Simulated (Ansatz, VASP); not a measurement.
**CsSnI3 in VASP and in Ansatz**

```
Cs Sn I
1.0
     6.13407    0.00000    0.00000
     0.00000    6.13407    0.00000
     0.00000    0.00000    6.13407
Cs Sn I
1 1 3
Direct
  0.00000 0.00000 0.00000
  0.50000 0.50000 0.50000
  0.00000 0.50000 0.50000
  0.50000 0.00000 0.50000
  0.50000 0.50000 0.00000
```

Alike in both runs: task single point; functional PBEsol; k mesh 6 × 6 × 6; occupations gaussian, width 0.01 eV; no spin polarisation.

|  | VASP | Ansatz |
| --- | --- | --- |
| version | VASP 6.6.1 | Ansatz 0.2.0 |
| potentials or method | VASP PAW PBE potentials, release 64 (Cs_sv, Sn_d, I), cutoff 520 eV | scalar-relativistic, plane waves, PAW |
| valence electrons in the cell | 44 | 74 |

```tsv
	VASP	Ansatz	Ansatz less VASP
gap on the k mesh at the Fermi level (eV)	0.10	0.11	+0.009
least direct gap on the mesh (eV)	0.10	0.11	+0.009
```

VASP's potentials were made for PBE, not for PBEsol. VASP's potentials hold 44 valence electrons a cell and Ansatz's 74, so a difference there can come from the potentials and not from the codes.

Spin-orbit coupling is off throughout.
